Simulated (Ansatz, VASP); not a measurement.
**Two plane-wave programs on Cr**

The input INCAR:

```
PREC = Accurate
ENCUT = 600
EDIFF = 1E-6
ISMEAR = 0
SIGMA = 0.1
LREAL = F
LASPH = T
NELM = 60
ALGO = Fast
ISIF = 3
LWAVE = F
LCHARG = F
GGA = PE
IBRION = 2
NSW = 100
EDIFFG = -0.01
```

The input KPOINTS:

```
Automatic mesh
0
Gamma
  12 12 10
```

POSCAR

```
Cr
1.0
    3.8172216440      0.0000000000      0.0000000000
   -1.9086108220      3.3058109156      0.0000000000
    0.0000000000      0.0000000000      4.3853875339
Cr
4
Direct
    0.0000000000      0.0000000000      0.2500000000
    0.0000000000      0.0000000000      0.7500000000
    0.3333333333      0.6666666667      0.7500000000
    0.6666666667      0.3333333333      0.2500000000
```

Input for Ansatz:

```yaml
crystal:
  lattice:
    - [3.817221644, 0.0, 0.0]
    - [-1.908610822, 3.3058109156, 0.0]
    - [0.0, 0.0, 4.3853875339]
  atoms:
    - { symbol: Cr, position: [0.0, 0.0, 0.25] }
    - { symbol: Cr, position: [0.0, 0.0, 0.75] }
    - { symbol: Cr, position: [0.3333333333, 0.6666666667, 0.75] }
    - { symbol: Cr, position: [0.6666666667, 0.3333333333, 0.25] }
basis:
  ecutwfc: 420
kpoints:
  mp_grid: { grid: [12, 12, 10] }
hamiltonian:
  xc: pbe
scf:
  occupations: { method: gaussian, width: 0.1 }
output:
  forces: true
  stress: true
  eigenvalues: true
relax:
  adjacent_minimum: "off"
  f_tol: 0.01
  max_steps: 80
  cell: { stress_tol: 0.05 }
```

Alike in both runs: task relaxation of cell and atoms; functional PBE; k mesh 12 × 12 × 10; occupations gaussian, width 0.1 eV; no spin polarisation.

|  | VASP | Ansatz |
| --- | --- | --- |
| version | VASP 6.6.1 | Ansatz 0.2.0 |
| potentials or method | VASP PAW PBE potentials, release 64 (Cr_pv), cutoff 600 eV | scalar-relativistic, plane waves, PAW |
| valence electrons in the cell | 48 | 56 |

Ansatz gave:

```
gap on the k mesh at the Fermi level, each at its own relaxed structure (eV) : none
relaxed volume (Å³/atom)                                                     : 13.84
relaxed cell length with the largest relative difference (Å)                 : 3.828
```

Problem. What did VASP give for the same quantities?

Solution. gap on the k mesh at the Fermi level, each at its own relaxed structure (eV): none; relaxed volume (Å³/atom): 13.85; relaxed cell length with the largest relative difference (Å): 3.830.

A gap of «none» marks a metal or a gap that the smearing closes. VASP's potentials hold 48 valence electrons a cell and Ansatz's 56, so a difference there can come from the potentials and not from the codes.
